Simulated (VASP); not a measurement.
# AlN (P6_3mc) in VASP: a series of runs

Runs on AlN. Level: PBE. Tasks: single point.

All numbers are computed with VASP 6.6.1; they aren't measurements. Logs are shortened: lines on timing, memory, paths and dates and some standing lists are left out, and cuts for length are marked.

## Step 1: The cell of the first run

Symmetry: P6_3mc, No. 186, hexagonal system. Conventional cell: a = 3.255 Å, b = 3.255 Å, c = 5.219 Å, α = 90.00°, β = 90.00°, γ = 120.00°. Al (site symmetry 3m) has 4 N at 1.98 to 1.99 Å within 2.6 Å. N (site symmetry 3m) has 4 Al at 1.98 to 1.99 Å within 2.6 Å.

## Step 2: Single point, PBE (strain +0.040 along x and y, +0.040 along z)

Contents of INCAR:

```
SYSTEM = AlN
PREC = Accurate ; ENCUT = 520
EDIFF = 1E-6 ; ISMEAR = 0
SIGMA = 0.05 ; LREAL = .False.
LASPH = .True. ; NELM = 100
ALGO = Normal ; ISIF = 2
LWAVE = .False. ; LCHARG = .True.
GGA = PE ; LELF = .True.
LVHAR = .True. ; NBANDS = 16
```

Contents of KPOINTS:

```
Automatic mesh
0
Gamma
  12 12 6
  0 0 0
```

Contents of POSCAR:

```
AlN
1.0
    3.2554491453      0.0000000000      0.0000000000
   -1.6277245727      2.8193016605      0.0000000000
    0.0000000000      0.0000000000      5.2186988408
Al N
2 2
Direct
    0.3333333333      0.6666666667      0.0017287175
    0.6666666667      0.3333333333      0.5017287175
    0.3333333333      0.6666666667      0.3832712825
    0.6666666667      0.3333333333      0.8832712825
```

Potentials or basis: VASP PAW PBE potentials, release 64 (Al, N).

On the command line:

```sh
> cat potpaw_PBE.64/Al/POTCAR potpaw_PBE.64/N/POTCAR > POTCAR
> mpirun -np 1 vasp_std > vasp.out
```

OUTCAR:

```text
SYSTEM = AlN
   PREC = Accurate
   ENCUT = 520
   EDIFF = 1E-6
   ISMEAR = 0
   LREAL = .False.
   LASPH = .True.
   NELM = 100
   ISIF = 2
   GGA = PE

 ion  position               nearest neighbor table
   1  0.333  0.667  0.002-   4 1.98   4 1.98   4 1.98   3 1.99   2 3.22   2 3.22   2 3.22   2 3.22
                             2 3.22   2 3.22
   2  0.667  0.333  0.502-   3 1.98   3 1.98   3 1.98   4 1.99   1 3.22   1 3.22   1 3.22   1 3.22
                             1 3.22   1 3.22
   3  0.333  0.667  0.383-   2 1.98   2 1.98   2 1.98   1 1.99
   4  0.667  0.333  0.883-   1 1.98   1 1.98   1 1.98   2 1.99

  LATTYP: Found a hexagonal cell.
 ALAT       =     3.2554491453
 C/A-ratio  =     1.6030656932

  Lattice vectors:

 A1 = (   3.2554491453,   0.0000000000,   0.0000000000)
 A2 = (  -1.6277245727,   2.8193016605,   0.0000000000)
 A3 = (   0.0000000000,   0.0000000000,   5.2186988408)

Analysis of symmetry for initial positions (statically):
=====================================================================
 Subroutine PRICEL returns:
 Original cell was already a primitive cell.

 Routine SETGRP: Setting up the symmetry group for a
 hexagonal supercell.

 Subroutine GETGRP returns: Found 12 space group operations
 (whereof  6 operations were pure point group operations)
 out of a pool of 24 trial point group operations.

The static configuration has the point symmetry C_3v.
 The point group associated with its full space group is C_6v.

Analysis of symmetry for dynamics (positions and initial velocities):
=====================================================================
 Subroutine PRICEL returns:
 Original cell was already a primitive cell.

 Routine SETGRP: Setting up the symmetry group for a
 hexagonal supercell.

 Subroutine GETGRP returns: Found 12 space group operations
 (whereof  6 operations were pure point group operations)
 out of a pool of 24 trial point group operations.

The dynamic configuration has the point symmetry C_3v.
 The point group associated with its full space group is C_6v.

 Subroutine INISYM returns: Found 12 space group operations
 (whereof  6 operations are pure point group operations),
 and found     1 'primitive' translations

----------------------------------------------------------------------------------------

                                     Primitive cell

  volume of cell :      47.8977

  direct lattice vectors                    reciprocal lattice vectors
     3.255449145  0.000000000  0.000000000     0.307177276  0.177348883  0.000000000
[... 95 lines left out ...]
   NFREE  =      0    steps in history (QN), initial steepest desc. (CG)
   ISIF   =      2    stress and relaxation
   ISYM   =      2    0-nonsym 1-usesym 2-fastsym
   POTIM  = 0.5000    time-step for ionic-motion
   TEBEG  =    0.0;   TEEND  =   0.0 temperature during run
   PSTRESS=    0.0 pullay stress
   NELECT =      16.0000    total number of electrons
   NUPDOWN=      -1.0000    fix difference up-down
   EMIN   =  10.00;   EMAX   =-10.00  energy-range for DOS
   EFERMI =   0.00;   METHOD = LEGACY
   ISMEAR =     0;   SIGMA  =   0.05  broadening in eV -4-tet -1-fermi 0-gaus
   EFERMI_NEDOS =   21; number of points for ismear=-14 and -15
   IALGO  =     38    algorithm
   IMIX   =      4    mixing-type and parameters
     AMIX     =   0.40;   BMIX     =  1.00
     AMIX_MAG =   1.60;   BMIX_MAG =  1.00
  volume/ion in A,a.u.               =      11.97        80.81
  Fermi-wavevector in a.u.,A,eV,Ry     =   1.135908  2.146555 17.555428  1.290288
  Thomas-Fermi vector in A             =   2.272613
   LORBIT       =      0    0 simple, 1 ext, 2 COOP (PROOUT), +10 PAW based schemes
   GGA     = PE    functional components
   LHFCALC =     F    Hartree Fock is set to
   AEXX    =    0.0000 exact exchange contribution
   IVDW    =     0    specifies the selected vdW correction
   LEPSILON=     F    determine dielectric tensor
   LRPA    =     F    only Hartree local field effects (RPA)
 non-spin polarized calculation
 Gauss-broadening in eV      SIGMA  =   0.05
  energy-cutoff  :      520.00
  volume of cell :       47.90
 maximum number of plane-waves:      1317
   NGX = 13   NGY = 13   NGZ = 19

 number of electron      16.0000002 magnetization

 Free energy of the ion-electron system (eV)
  ---------------------------------------------------
  ext. energy  EPLUGINS =         0.00000000
  ---------------------------------------------------
  free energy    TOTEN  =       -29.44443779 eV

  energy without entropy =      -29.44443779  energy(sigma->0) =      -29.44443779

 E-fermi :   5.0938     XC(G=0): -10.3284

 val. band max:        4.9036398098   @ k =   0.0000   0.0000   0.0000
 cond. band min:       7.9573606290   @ k =   0.0000   0.0000   0.0000
 fundamental gap:      3.0537208192
 Fermi energy:         5.0937629157

 k-point     1 :       0.0000    0.0000    0.0000
  band No.  band energies     occupation
      1      -9.5007      2.00000
      2      -7.7557      2.00000
      3      -0.5022      2.00000
      4       4.1122      2.00000
      5       4.1122      2.00000
      6       4.7237      2.00000
[... 433 lines left out ...]
      3       0.4151      2.00000
      4       1.2541      2.00000
      5       1.8548      2.00000
      6       3.2965      2.00000
[... 8 lines left out ...]
     15      16.0395      0.00000
     16      17.8630      0.00000

 [... further k-points ...]

------------------------ aborting loop because EDIFF is reached ----------------------------------------

  FORCE on cell =-STRESS in cart. coord.  units (eV):
  Direction    XX          YY          ZZ          XY          YZ          ZX
  --------------------------------------------------------------------------------------
  -------------------------------------------------------------------------------------
  Total       -5.5837935     -5.5837935     -5.2143380      0.0000000     -0.0000000      0.0000000
  in kB     -186.7777892   -186.7777892   -174.4195119      0.0000000     -0.0000000      0.0000000
  external PRESSURE =    -182.6583634 kB  Pullay stress =       0.0000000 kB

 VOLUME and BASIS-vectors are now :
 -----------------------------------------------------------------------------
  energy-cutoff  :      520.00
  volume of cell :       47.90
      direct lattice vectors                 reciprocal lattice vectors
     3.255449145  0.000000000  0.000000000     0.307177276  0.177348883  0.000000000
    -1.627724573  2.819301660  0.000000000     0.000000000  0.354697766  0.000000000
     0.000000000  0.000000000  5.218698841     0.000000000  0.000000000  0.191618645

 POSITION                                       TOTAL-FORCE (eV/Angst)
 -----------------------------------------------------------------------------------
     -0.00000      1.87953      0.00902         0.000000      0.000000      0.036979
      1.62772      0.93977      2.61837        -0.000000      0.000000      0.036979
     -0.00000      1.87953      2.00018         0.000000     -0.000000     -0.036979
      1.62772      0.93977      4.60953        -0.000000     -0.000000     -0.036979
 -----------------------------------------------------------------------------------
    total drift:                               -0.000000      0.000000      0.000576

  FREE ENERGIE OF THE ION-ELECTRON SYSTEM (eV)
  ---------------------------------------------------
  free  energy   TOTEN  =       -29.4444377898 eV

  energy  without entropy=      -29.4444377898  energy(sigma->0) =      -29.44443779
```

OSZICAR:

```text
N       E                     dE             d eps       ncg     rms          rms(c)
DAV:   1     0.425361689522E+02    0.42536E+02   -0.71035E+03  2432   0.881E+02
DAV:   2    -0.297844632200E+02   -0.72321E+02   -0.66231E+02  3472   0.180E+02
DAV:   3    -0.337176442646E+02   -0.39332E+01   -0.39206E+01  3080   0.440E+01
DAV:   4    -0.337448625963E+02   -0.27218E-01   -0.27216E-01  2944   0.415E+00
DAV:   5    -0.337452506898E+02   -0.38809E-03   -0.38808E-03  3144   0.497E-01    0.114E+01
DAV:   6    -0.294288358531E+02    0.43164E+01   -0.10838E+01  2984   0.230E+01    0.394E+00
DAV:   7    -0.294575878731E+02   -0.28752E-01   -0.56264E-01  2608   0.538E+00    0.277E+00
DAV:   8    -0.294509252964E+02    0.66626E-02   -0.82664E-02  2640   0.263E+00    0.809E-01
DAV:   9    -0.294438043865E+02    0.71209E-02   -0.15094E-02  3072   0.919E-01    0.289E-01
DAV:  10    -0.294445769522E+02   -0.77257E-03   -0.32978E-03  2752   0.357E-01    0.180E-01
DAV:  11    -0.294444340001E+02    0.14295E-03   -0.26448E-04  2888   0.123E-01    0.446E-02
DAV:  12    -0.294444379167E+02   -0.39166E-05   -0.18872E-05  2688   0.344E-02    0.793E-03
DAV:  13    -0.294444377898E+02    0.12688E-06   -0.65359E-06  2992   0.188E-02
   1 F= -.29444438E+02 E0= -.29444438E+02  d E =-.174096E-10
```

It took 70 s on 1 thread of Intel Xeon 8259CL, shared host; peak memory 0.19 GiB.

What came out:

| Item | Value |
| --- | --- |
| Free energy | -29.4444 eV |
| Pressure | -18.3 GPa |
| Largest force | 0.037 eV/Å |
| Band gap on the k mesh | 3.05 eV |

Forces on the atoms (eV/Å):
```
Al   0.000  0.000  0.037
Al   0.000  0.000  0.037
N    0.000  0.000 -0.037
N    0.000  0.000 -0.037
```

Stress tensor (GPa, compression positive):
```
-18.68   0.00   0.00
  0.00 -18.68   0.00
  0.00   0.00 -17.44
```

Caveat: the cell differs from its parent crystal (strain +0.040 along x and y, +0.040 along z); the cell stands under tension. A k mesh can miss the band edges.

## Step 3: Single point, PBE (strain +0.080 along x and y, +0.000 along z)

Contents of INCAR:

```
SYSTEM = AlN
PREC = Accurate ; ENCUT = 520
EDIFF = 1E-6 ; ISMEAR = 0
SIGMA = 0.05 ; LREAL = .False.
LASPH = .True. ; NELM = 80
ALGO = Normal ; ISIF = 2
LWAVE = .False. ; LCHARG = .False.
GGA = PE ; NBANDS = 16
```

Contents of KPOINTS:

```
regular mesh
0
Gamma
  12 12 6
  0 0 0
```

Contents of POSCAR:

```
AlN
1.0
    3.3806587278      0.0000000000      0.0000000000
   -1.6903293639      2.9277363398      0.0000000000
    0.0000000000      0.0000000000      5.0179796546
Al N
2 2
Direct
    0.3333333333      0.6666666667      0.0017287175
    0.6666666667      0.3333333333      0.5017287175
    0.3333333333      0.6666666667      0.3832712825
    0.6666666667      0.3333333333      0.8832712825
```

Potentials or basis: VASP PAW PBE potentials, release 64 (Al, N).

On the command line:

```sh
> cat potpaw_PBE.64/Al/POTCAR potpaw_PBE.64/N/POTCAR > POTCAR
> mpirun -np 1 vasp_std > vasp.out
```

Run time: 99 s. Hardware: 1 thread of Intel Xeon 8259CL, shared host; peak memory 0.2 GiB.

Results (log left out):

```yaml
Free_energy: -29.0488 eV
Pressure: -21.5 GPa
Largest_force: 0.418 eV/Å
Band_gap_on_the_k_mesh: 2.63 eV
```

Forces in eV/Å, atoms in the order of the input:
```
Al   0.000  0.000 -0.418
Al   0.000  0.000 -0.418
N    0.000  0.000  0.418
N    0.000  0.000  0.418
```

Stress tensor (GPa, compression positive):
```
-28.26   0.00   0.00
  0.00 -28.26   0.00
  0.00   0.00  -7.84
```

Levels at points of the mesh, in eV from the valence-band top:
```
           k point  band 6  band 7  band 8  band 9  band 10  band 11
(0.00, 0.00, 0.00)   -0.33   -0.33    0.00    2.63     4.51     9.21
(0.50, 0.00, 0.00)   -2.22   -1.68   -0.66    4.74     5.64     6.69
(0.00, 0.00, 0.50)   -0.76   -0.76   -0.76    4.70     4.70     9.19
(0.50, 0.00, 0.50)   -1.54   -1.16   -1.16    4.72     4.72     8.23
```

Caveat: the cell differs from its parent crystal (strain +0.080 along x and y, +0.000 along z); the cell stands under tension.

## Step 4: Single point, PBE (strain +0.040 along x and y, +0.080 along z)

Contents of INCAR:

```
ALGO = Normal
EDIFF = 1E-7
ENCUT = 520
GGA = PE
ISIF = 2
ISMEAR = 0
LASPH = True
LCHARG = True
LELF = True
LREAL = False
LVHAR = True
LWAVE = False
NBANDS = 16
NELM = 80
PREC = Accurate
SIGMA = 0.05
```

Contents of KPOINTS:

```
k-points
0
Gamma
  12 12 6
```

Contents of POSCAR:

```
AlN
1.0
    3.2554491453      0.0000000000      0.0000000000
   -1.6277245727      2.8193016605      0.0000000000
    0.0000000000      0.0000000000      5.4194180270
Al N
2 2
Direct
    0.3333333333      0.6666666667      0.0017287175
    0.6666666667      0.3333333333      0.5017287175
    0.3333333333      0.6666666667      0.3832712825
    0.6666666667      0.3333333333      0.8832712825
```

On the command line:

```sh
> cat potpaw_PBE.64/Al/POTCAR potpaw_PBE.64/N/POTCAR > POTCAR
> mpirun -np 1 vasp_std > vasp.out
```

Run time: 84 s. Hardware: 1 thread of Intel Xeon 8259CL, shared host; peak memory 0.19 GiB.

The run converged. Its results:

```
Free energy            : -29.1881 eV
Pressure               : -21.9 GPa
Largest force          : 0.103 eV/Å
Band gap on the k mesh : 2.80 eV
```

Forces in eV/Å, atoms in the order of the input:
```
Al   0.000  0.000  0.103
Al   0.000  0.000  0.103
N    0.000  0.000 -0.103
N    0.000  0.000 -0.103
```

Stress tensor (GPa, compression positive):
```
-19.43   0.00   0.00
  0.00 -19.43   0.00
  0.00   0.00 -26.74
```

Levels at points of the mesh, in eV from the valence-band top:
```tsv
k point	band 4	band 5	band 6	band 7	band 8	band 9	band 10	band 11	band 12	band 13
(0.00, 0.00, 0.00)	-0.56	-0.56	-0.05	-0.05	0.00	2.80	5.63	9.16	10.32	10.32
(0.50, 0.00, 0.00)	-3.83	-2.82	-1.63	-1.41	-0.57	5.30	5.50	6.77	9.07	9.95
(0.00, 0.00, 0.50)	-3.09	-0.31	-0.31	-0.31	-0.31	5.22	5.22	8.90	8.90	10.63
(0.50, 0.00, 0.50)	-4.86	-1.19	-1.19	-1.15	-1.15	4.70	4.70	8.19	8.19	10.00
```

Caveat: the cell differs from its parent crystal (strain +0.040 along x and y, +0.080 along z); the cell stands under tension. A k mesh can miss the band edges.

## Step 5: Single point, PBE (strain +0.080 along x and y, +0.040 along z)

Contents of INCAR:

```
PREC = Accurate
ENCUT = 520
EDIFF = 1E-7
ISMEAR = 0
SIGMA = 0.05
LREAL = False
LASPH = True
NELM = 80
ALGO = Normal
ISIF = 2
LWAVE = False
LCHARG = False
GGA = PE
NBANDS = 16
```

Contents of KPOINTS:

```
Automatic mesh
0
Gamma
  12 12 6
```

Contents of POSCAR:

```
AlN
1.0
    3.3806587278      0.0000000000      0.0000000000
   -1.6903293639      2.9277363398      0.0000000000
    0.0000000000      0.0000000000      5.2186988408
Al N
2 2
Direct
    0.3333333333      0.6666666667      0.0017287175
    0.6666666667      0.3333333333      0.5017287175
    0.3333333333      0.6666666667      0.3832712825
    0.6666666667      0.3333333333      0.8832712825
```

On the command line:

```sh
> cat potpaw_PBE.64/Al/POTCAR potpaw_PBE.64/N/POTCAR > POTCAR
> mpirun -np 1 vasp_std > vasp.out
```

Run time: 93 s. Hardware: 1 thread of Intel Xeon 8259CL, shared host; peak memory 0.2 GiB.

The run converged. Its results:

```
Free energy            : -28.8789 eV
Pressure               : -25.5 GPa
Largest force          : 0.045 eV/Å
Band gap on the k mesh : 2.40 eV
```

Forces on the atoms (eV/Å):
```
Al   0.000  0.000 -0.045
Al   0.000  0.000 -0.045
N    0.000  0.000  0.045
N    0.000  0.000  0.045
```

Stress tensor (GPa, compression positive):
```
-28.78   0.00   0.00
  0.00 -28.78   0.00
  0.00   0.00 -19.09
```

Levels at points of the mesh, in eV from the valence-band top:
```csv
k point,band 6,band 7,band 8,band 9,band 10,band 11
"(0.00, 0.00, 0.00)",-0.25,-0.25,0.00,2.40,4.57,9.11
"(0.50, 0.00, 0.00)",-1.98,-1.56,-0.65,4.85,5.37,6.44
"(0.00, 0.00, 0.50)",-0.61,-0.61,-0.61,4.57,4.57,8.78
"(0.50, 0.00, 0.50)",-1.39,-1.16,-1.16,4.57,4.57,7.92
```

Caveat: the cell differs from its parent crystal (strain +0.080 along x and y, +0.040 along z); the cell stands under tension. A k mesh can miss the band edges.

## Step 6: Single point, PBE (strain +0.080 along x and y, +0.080 along z)

Contents of INCAR:

```
SYSTEM = AlN
ALGO     = Normal         ! electronic algorithm
EDIFF    = 1E-7           ! SCF threshold, eV
ENCUT    = 520            ! plane-wave cutoff, eV
GGA      = PE             ! functional
ISIF     = 2              ! what is computed and relaxed
ISMEAR   = 0              ! smearing method
LASPH    = .TRUE.         ! aspherical terms in the spheres
LCHARG   = .FALSE.        ! write CHGCAR
LREAL    = .FALSE.        ! projectors in reciprocal space
LWAVE    = .FALSE.        ! write WAVECAR
NBANDS   = 16             ! bands
NELM     = 60             ! most SCF steps
PREC     = Accurate       ! precision mode
SIGMA    = 0.05           ! smearing width, eV
```

Contents of KPOINTS:

```
k-points
0
G
  12 12 6
  0 0 0
```

Edit POSCAR of step 5 so:

```diff
@@ -4,3 +4,3 @@
    -1.6903293639      2.9277363398      0.0000000000
-    0.0000000000      0.0000000000      5.2186988408
+    0.0000000000      0.0000000000      5.4194180270
 Al N
```

Potentials or basis: VASP PAW PBE potentials, release 64 (Al, N).

On the command line:

```sh
> cat potpaw_PBE.64/Al/POTCAR potpaw_PBE.64/N/POTCAR > POTCAR
> mpirun -np 1 vasp_std > vasp.out
```

Wall time 95 s (1 thread of Intel Xeon 8259CL, shared host); peak memory 0.21 GiB.

It converged, with:

| Item | Value |
| --- | --- |
| Free energy | -28.5905 eV |
| Pressure | -28.3 GPa |
| Largest force | 0.063 eV/Å |
| Band gap on the k mesh | 2.17 eV |

Forces in eV/Å, atoms in the order of the input:
```
Al   0.000  0.000  0.063
Al   0.000  0.000  0.063
N    0.000  0.000 -0.063
N    0.000  0.000 -0.063
```

Stress tensor (GPa, compression positive):
```
-28.92   0.00   0.00
  0.00 -28.92   0.00
  0.00   0.00 -27.08
```

Levels at points of the mesh, in eV from the valence-band top:
| k point | band 4 | band 5 | band 6 | band 7 | band 8 | band 9 | band 10 | band 11 | band 12 | band 13 |
| --- | --- | --- | --- | --- | --- | --- | --- | --- | --- | --- |
| (0.00, 0.00, 0.00) | -0.74 | -0.74 | -0.16 | -0.16 | 0.00 | 2.17 | 4.63 | 8.72 | 9.39 | 9.39 |
| (0.50, 0.00, 0.00) | -3.67 | -2.79 | -1.75 | -1.42 | -0.61 | 4.97 | 5.16 | 6.18 | 8.40 | 9.48 |
| (0.00, 0.00, 0.50) | -2.97 | -0.46 | -0.46 | -0.46 | -0.46 | 4.45 | 4.45 | 8.41 | 8.41 | 9.72 |
| (0.50, 0.00, 0.50) | -4.73 | -1.24 | -1.24 | -1.15 | -1.15 | 4.43 | 4.43 | 7.65 | 7.65 | 9.33 |

Caveat: the cell differs from its parent crystal (strain +0.080 along x and y, +0.080 along z); the cell stands under tension. A k mesh can miss the band edges.

## Step 7: Overview

```csv
cell,gap on the mesh (eV),pressure (GPa),largest force (eV/Å)
"a = 3.255, b = 3.255, c = 5.219 Å, angles 90.0, 90.0, 120.0°, 4 atoms",3.05,-18.3,0.04
"a = 3.381, b = 3.381, c = 5.018 Å, angles 90.0, 90.0, 120.0°, 4 atoms",2.63,-21.5,0.42
"a = 3.255, b = 3.255, c = 5.419 Å, angles 90.0, 90.0, 120.0°, 4 atoms",2.80,-21.9,0.10
"a = 3.381, b = 3.381, c = 5.219 Å, angles 90.0, 90.0, 120.0°, 4 atoms",2.40,-25.5,0.04
"a = 3.381, b = 3.381, c = 5.419 Å, angles 90.0, 90.0, 120.0°, 4 atoms",2.17,-28.3,0.06
```

Alike in all rows: task single point; level PBE; potentials or basis VASP PAW PBE potentials, release 64 (Al, N); no spin polarisation; k mesh 12 × 12 × 6; cutoff (eV) 520; smearing gaussian 0.05 eV.

Caveats: the cell stands under tension.

Absolute energies hang on the potentials; compare differences alone.
